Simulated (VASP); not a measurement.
Here is a VASP 6.6.1 calculation.

The input INCAR:

```
SYSTEM = AlN
PREC = Accurate ; ENCUT = 520
EDIFF = 1E-6 ; ISMEAR = 0
SIGMA = 0.05 ; LREAL = .FALSE.
LASPH = .TRUE. ; NELM = 80
ALGO = Normal ; ISIF = 2
LWAVE = .FALSE. ; LCHARG = .FALSE.
GGA = PE ; NBANDS = 16
```

The input KPOINTS:

```
Automatic mesh
0
G
  9 9 6
  0 0 0
```

The input POSCAR:

```
AlN
1.0
    3.3963163242      0.0000000000      0.0000000000
   -1.6981581621      2.9412962160      0.0000000000
    0.0000000000      0.0000000000      4.2922799977
Al N
2 2
Direct
    0.3333333333      0.6666666667      0.7576365105
    0.6666666667      0.3333333333      0.2576365105
    0.3333333333      0.6666666667      0.2352898692
    0.6666666667      0.3333333333      0.7352898692
```

Potentials or basis: VASP PAW PBE potentials, release 64 (Al, N).

The run is started by

```console
$ cat potpaw_PBE.64/Al/POTCAR potpaw_PBE.64/N/POTCAR > POTCAR
$ mpirun -np 1 vasp_std > vasp.out
```

Question: Estimate the pressure.

Answer: -12.8 GPa.

Question: What does it give for the largest force?

Answer: 0.028 eV/Å.

Question: Estimate the band gap on the k mesh.

Answer: 2.75 eV, direct.

Stress tensor (GPa, compression positive):
```
-14.68   0.00   0.00
  0.00 -14.68   0.00
  0.00   0.00  -8.97
```

A hybrid or GW would open this gap; PBE tends to underestimate it.
